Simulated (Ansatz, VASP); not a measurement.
# One calculation of C, two programs

```
C
1.0
     0.00000    1.78014    1.78014
     1.78014    0.00000    1.78014
     1.78014    1.78014    0.00000
C
2
Direct
  0.50000 0.50000 0.50000
  0.75000 0.75000 0.75000
```

Change from the starting cell: strained cell.

Alike in both runs: functional LDA; k mesh 12 × 12 × 12; occupations gaussian, width 0.02 eV; no spin polarisation.

Ansatz relaxed the structure, and its values are those at the end. VASP's run is a single point on that final structure, the one shown.

|  | VASP | Ansatz |
| --- | --- | --- |
| version | VASP 6.6.1 | Ansatz 0.2.0 |
| potentials or method | VASP PAW LDA potentials, release 64 (C), cutoff 520 eV | scalar-relativistic, plane waves, PAW |
| valence electrons in the cell | 8 | 8 |

```tsv
	VASP	Ansatz	Ansatz less VASP
gap on the k mesh at the Fermi level (eV)	4.14	4.14	+0.006
least direct gap on the mesh (eV)	5.56	5.55	-0.003
pressure (GPa)	-9.3	-10.9	-1.60
```

Ansatz warns that its potentials were made for another functional, while VASP's fit it. LDA's correlation is that of Perdew and Zunger in VASP and of Perdew and Wang (1992) in Ansatz. Ansatz's warnings: stress scf threshold loose.
